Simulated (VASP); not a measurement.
# CoPdO2 (R-3m) in VASP: further runs, part 2 of 2

VASP 6.6.1. Earlier steps stand in the parts before.

## (4) Single point, BLYP+D3(BJ)+U, collinear spin, zero start (volume scaled by 1.04)

Input file INCAR:

```
PREC = Accurate
ENCUT = 520
EDIFF = 1E-6
ISMEAR = 0
SIGMA = 0.05
LREAL = F
LASPH = T
NELM = 150
ALGO = Normal
ISIF = 2
LWAVE = F
LCHARG = F
ISPIN = 2
MAGMOM = 0 0 0 0
LORBIT = 11
LMAXMIX = 4
LDAU = T
LDAUTYPE = 2
LDAUL = 2 -1 -1
LDAUU = 3.3 0 0
LDAUJ = 0 0 0
LDAUPRINT = 1
GGA = B5
ALDAX = 1.0
AGGAX = 1.0
AGGAC = 1.0
ALDAC = 0.0
IVDW = 12
VDW_S6 = 1.0
VDW_S8 = 2.6996
VDW_A1 = 0.4298
VDW_A2 = 4.2359
NBANDS = 28
```

Input file KPOINTS:

```
Automatic mesh
0
Gamma
  10 10 10
```

Input file POSCAR:

```
CoPdO2
1.0
    1.4514009154      0.8379667094      6.0054392029
   -1.4514009154      0.8379667094      6.0054392029
    0.0000000000     -1.6759334182      6.0054392030
Co Pd O
1 1 2
Direct
    0.5000000000      0.5000000000      0.5000000000
    0.0000000000      0.0000000000      0.0000000000
    0.1125073207      0.1125073207      0.1125073207
    0.8874926793      0.8874926793      0.8874926793
```

Command:

```console
> cat potpaw_PBE.64/Co/POTCAR potpaw_PBE.64/Pd/POTCAR potpaw_PBE.64/O/POTCAR > POTCAR
> mpirun -np 1 vasp_std > vasp.out
```

Wall time 8.9 min (1 thread of Intel Xeon 6975P-C (Granite Rapids), shared host); peak memory 0.57 GiB.

Results (log left out):

- Free energy: -24.1520 eV
- Pressure: -7.4 GPa
- Largest force: 0.036 eV/Å
- Net moment: 0.00 μB per cell
- Valence electrons inside the program's atomic spheres: Co 8.26; Pd 9.29; O 5.00
- Dispersion energy per atom: -0.590 eV

Forces on the atoms (eV/Å):
```
Co   0.000  0.000  0.000
Pd   0.000  0.000  0.000
O    0.000  0.000  0.036
O    0.000  0.000 -0.036
```

Stress tensor (GPa, compression positive):
```
-7.69  0.00  0.00
 0.00 -7.69  0.00
 0.00  0.00 -6.87
```

Levels at points of the mesh, in eV from the Fermi level:
Spin up:
```
           k point  band 13  band 14  band 15  band 16  band 17  band 18  band 19  band 20
(0.00, 0.00, 0.00)    -2.31    -2.14    -1.39    -1.39     2.25     2.25     2.92     6.77
(0.50, 0.00, 0.00)    -1.92    -1.20    -0.36     0.81     1.55     1.94     3.73     8.16
(0.50, 0.50, 0.00)    -1.77    -1.61    -0.36     0.31     2.09     2.21     3.78     8.78
(0.50, 0.50, 0.50)    -2.33    -1.66    -0.66    -0.66     2.01     2.01     4.14     5.52
```
Spin down:
| k point | band 14 | band 15 | band 16 | band 17 | band 18 | band 19 |
| --- | --- | --- | --- | --- | --- | --- |
| (0.00, 0.00, 0.00) | -2.14 | -1.39 | -1.39 | 2.25 | 2.25 | 2.92 |
| (0.50, 0.00, 0.00) | -1.20 | -0.36 | 0.81 | 1.55 | 1.94 | 3.73 |
| (0.50, 0.50, 0.00) | -1.61 | -0.36 | 0.31 | 2.09 | 2.21 | 3.78 |
| (0.50, 0.50, 0.50) | -1.66 | -0.66 | -0.66 | 2.01 | 2.01 | 4.14 |

Eigenvalues of the final occupation matrices:
| site | spin | trace | eigenvalues |
| --- | --- | --- | --- |
| site 1 d | 1 | 3.66 | 0.38 0.38 0.97 0.97 0.97 |
| site 1 d | 2 | 3.66 | 0.38 0.38 0.97 0.97 0.97 |

Caveat: the PAW data sets were made with another functional, which shifts forces and pressure a little; pairwise dispersion overbinds metals, which lowers pressure and volume.

## (5) Single point, PBE+D3(BJ)+U, collinear spin, zero start (volume scaled by 1.04)

Edit INCAR of step 4 so:

```diff
@@ -22,12 +22,4 @@
 LDAUPRINT = 1
-GGA = B5
-ALDAX = 1.0
-AGGAX = 1.0
-AGGAC = 1.0
-ALDAC = 0.0
+GGA = PE
 IVDW = 12
-VDW_S6 = 1.0
-VDW_S8 = 2.6996
-VDW_A1 = 0.4298
-VDW_A2 = 4.2359
 NBANDS = 28
```

Input file KPOINTS:

```
regular mesh
0
Gamma
  10 10 10
```

Input file POSCAR:

```
CoPdO2
1.0
    1.4467875794      0.8353031985      5.9673439037
   -1.4467875794      0.8353031985      5.9673439037
    0.0000000000     -1.6706063967      5.9673439037
Co Pd O
1 1 2
Direct
    0.5000000000      0.5000000000      0.5000000000
    0.0000000000      0.0000000000      0.0000000000
    0.1125893493      0.1125893493      0.1125893493
    0.8874106507      0.8874106507      0.8874106507
```

Command:

```console
> cat potpaw_PBE.64/Co/POTCAR potpaw_PBE.64/Pd/POTCAR potpaw_PBE.64/O/POTCAR > POTCAR
> mpirun -np 1 vasp_std > vasp.out
```

Wall time 14 min (1 thread of AMD EPYC 9R45 (Zen 5), shared host); peak memory 0.54 GiB.

The run converged. Its results:

* Free energy: -24.5887 eV
* Pressure: -9.1 GPa
* Largest force: 0.061 eV/Å
* Net moment: 0.00 μB per cell
* Valence electrons inside the program's atomic spheres: Co 8.31; Pd 9.31; O 4.99
* Dispersion energy per atom: -0.274 eV

Forces on the atoms (eV/Å):
```
Co   0.000  0.000  0.000
Pd   0.000  0.000  0.000
O    0.000  0.000  0.061
O    0.000  0.000 -0.061
```

Stress tensor (GPa, compression positive):
```
-9.37  0.00  0.00
 0.00 -9.37  0.00
 0.00  0.00 -8.59
```

Levels at points of the mesh, in eV from the Fermi level:
Spin up:
| k point | band 12 | band 13 | band 14 | band 15 | band 16 | band 17 | band 18 | band 19 | band 20 | band 21 |
| --- | --- | --- | --- | --- | --- | --- | --- | --- | --- | --- |
| (0.00, 0.00, 0.00) | -2.32 | -2.32 | -1.99 | -1.40 | -1.40 | 2.29 | 2.29 | 2.90 | 6.53 | 9.22 |
| (0.50, 0.00, 0.00) | -1.93 | -1.88 | -1.20 | -0.36 | 0.82 | 1.55 | 1.96 | 3.59 | 8.13 | 10.57 |
| (0.50, 0.50, 0.00) | -2.24 | -1.69 | -1.62 | -0.36 | 0.31 | 2.12 | 2.23 | 3.63 | 8.82 | 9.82 |
| (0.50, 0.50, 0.50) | -2.35 | -2.35 | -1.50 | -0.64 | -0.64 | 2.03 | 2.03 | 4.18 | 5.31 | 9.40 |
Spin down:
```csv
k point,band 14,band 15,band 16,band 17,band 18,band 19
"(0.00, 0.00, 0.00)",-1.99,-1.40,-1.40,2.29,2.29,2.90
"(0.50, 0.00, 0.00)",-1.20,-0.36,0.82,1.55,1.96,3.59
"(0.50, 0.50, 0.00)",-1.62,-0.36,0.31,2.12,2.23,3.63
"(0.50, 0.50, 0.50)",-1.50,-0.64,-0.64,2.03,2.03,4.18
```

Eigenvalues of the final occupation matrices:
```tsv
site	spin	trace	eigenvalues
site 1 d	1	3.67	0.39 0.39 0.96 0.96 0.97
site 1 d	2	3.67	0.39 0.39 0.96 0.96 0.97
```

Caveat: three body term missing; pairwise dispersion overbinds metals, which lowers pressure and volume.

## (6) Single point, PBE+D3(BJ)+U, collinear spin, zero start (volume scaled by 1.04)

Input file INCAR:

```
PREC = Accurate ; ENCUT = 520
EDIFF = 1E-7 ; ISMEAR = 0
SIGMA = 0.05 ; LREAL = False
LASPH = True ; NELM = 150
ALGO = Normal ; ISIF = 2
LWAVE = False ; LCHARG = True
ISPIN = 2 ; MAGMOM = 0 0 0 0
LORBIT = 11 ; LMAXMIX = 4
LDAU = True ; LDAUTYPE = 2
LDAUL = 2 -1 -1 ; LDAUU = 3.3 0 0
LDAUJ = 0 0 0 ; LDAUPRINT = 1
GGA = PE ; IVDW = 12
LELF = True ; LVHAR = True
NBANDS = 28
```

Input file KPOINTS:

```
Automatic mesh
0
Gamma
  10 10 10
```

Input file POSCAR:

```
CoPdO2
1.0
    1.4444870405      0.8339749817      5.9863666268
   -1.4444870405      0.8339749817      5.9863666268
    0.0000000000     -1.6679499633      5.9863666269
Co Pd O
1 1 2
Direct
    0.5000000000      0.5000000000      0.5000000000
    0.0000000000      0.0000000000      0.0000000000
    0.1123600398      0.1123600398      0.1123600398
    0.8876399602      0.8876399602      0.8876399602
```

Potentials or basis: VASP PAW PBE potentials, release 64 (Co, Pd, O).

Command:

```console
> cat potpaw_PBE.64/Co/POTCAR potpaw_PBE.64/Pd/POTCAR potpaw_PBE.64/O/POTCAR > POTCAR
> mpirun -np 1 vasp_std > vasp.out
```

Wall time 13 min (1 thread of AMD EPYC 9R45 (Zen 5), shared host); peak memory 0.54 GiB.

It converged, with:

```
Free energy                                           : -24.5881 eV
Pressure                                              : -9.4 GPa
Largest force                                         : 0.122 eV/Å
Net moment                                            : 0.00 μB per cell
Valence electrons inside the program's atomic spheres : Co 8.31; Pd 9.31; O 4.99
Dispersion energy per atom                            : -0.274 eV
```

Forces in eV/Å, atoms in the order of the input:
```
Co   0.000  0.000  0.000
Pd   0.000  0.000  0.000
O    0.000  0.000  0.122
O    0.000  0.000 -0.122
```

Stress tensor (GPa, compression positive):
```
-9.25  0.00  0.00
 0.00 -9.25  0.00
 0.00  0.00 -9.73
```

Levels at points of the mesh, in eV from the Fermi level:
Spin up:
```tsv
k point	band 12	band 13	band 14	band 15	band 16	band 17	band 18	band 19	band 20	band 21
(0.00, 0.00, 0.00)	-2.33	-2.33	-2.01	-1.39	-1.39	2.28	2.28	2.88	6.54	9.19
(0.50, 0.00, 0.00)	-1.95	-1.86	-1.19	-0.35	0.82	1.56	1.95	3.59	8.15	10.60
(0.50, 0.50, 0.00)	-2.23	-1.68	-1.62	-0.35	0.30	2.13	2.23	3.63	8.83	9.82
(0.50, 0.50, 0.50)	-2.35	-2.35	-1.52	-0.64	-0.64	2.02	2.02	4.16	5.31	9.41
```
Spin down:
| k point | band 12 | band 13 | band 14 | band 15 | band 16 | band 17 | band 18 | band 19 | band 20 | band 21 |
| --- | --- | --- | --- | --- | --- | --- | --- | --- | --- | --- |
| (0.00, 0.00, 0.00) | -2.33 | -2.33 | -2.01 | -1.39 | -1.39 | 2.28 | 2.28 | 2.88 | 6.54 | 9.19 |
| (0.50, 0.00, 0.00) | -1.95 | -1.86 | -1.19 | -0.35 | 0.82 | 1.56 | 1.95 | 3.59 | 8.15 | 10.60 |
| (0.50, 0.50, 0.00) | -2.23 | -1.68 | -1.62 | -0.35 | 0.30 | 2.13 | 2.23 | 3.63 | 8.83 | 9.82 |
| (0.50, 0.50, 0.50) | -2.35 | -2.35 | -1.52 | -0.64 | -0.64 | 2.02 | 2.02 | 4.16 | 5.31 | 9.41 |

Eigenvalues of the final occupation matrices:
| site | spin | trace | eigenvalues |
| --- | --- | --- | --- |
| site 1 d | 1 | 3.67 | 0.39 0.39 0.96 0.96 0.97 |
| site 1 d | 2 | 3.67 | 0.39 0.39 0.96 0.96 0.97 |

Caveat: three body term missing; pairwise dispersion overbinds metals, which lowers pressure and volume.

## (7) Summary

```csv
level,cell,gap on the mesh (eV),pressure (GPa),moment (μB),largest force (eV/Å)
BLYP+D3(BJ)+U,"a = 6.139 Å, angles 26.4°, 4 atoms",none,8.3,0.00,0.06
revPBE+D3(BJ)+U,"a = 6.135 Å, angles 26.5°, 4 atoms",none,2.8,0.00,0.10
BLYP+D3(BJ)+U,"a = 6.235 Å, angles 26.9°, 4 atoms",none,-7.4,0.00,0.04
PBE+D3(BJ)+U,"a = 6.197 Å, angles 27.0°, 4 atoms",none,-9.1,0.00,0.06
PBE+D3(BJ)+U,"a = 6.214 Å, angles 26.9°, 4 atoms",none,-9.4,0.00,0.12
```

Alike in all rows: task single point; potentials or basis VASP PAW PBE potentials, release 64 (Co, Pd, O); spin collinear, zero start; Co d U = 3.3 eV; k mesh 10 × 10 × 10; cutoff (eV) 520; smearing gaussian 0.05 eV.

Caveats: pairwise dispersion overbinds metals, which lowers pressure and volume; the PAW data sets were made with another functional, which shifts forces and pressure a little (some runs); three body term missing (some runs).

Total energies depend on the potentials used, so only differences within one code and one set of settings carry meaning.
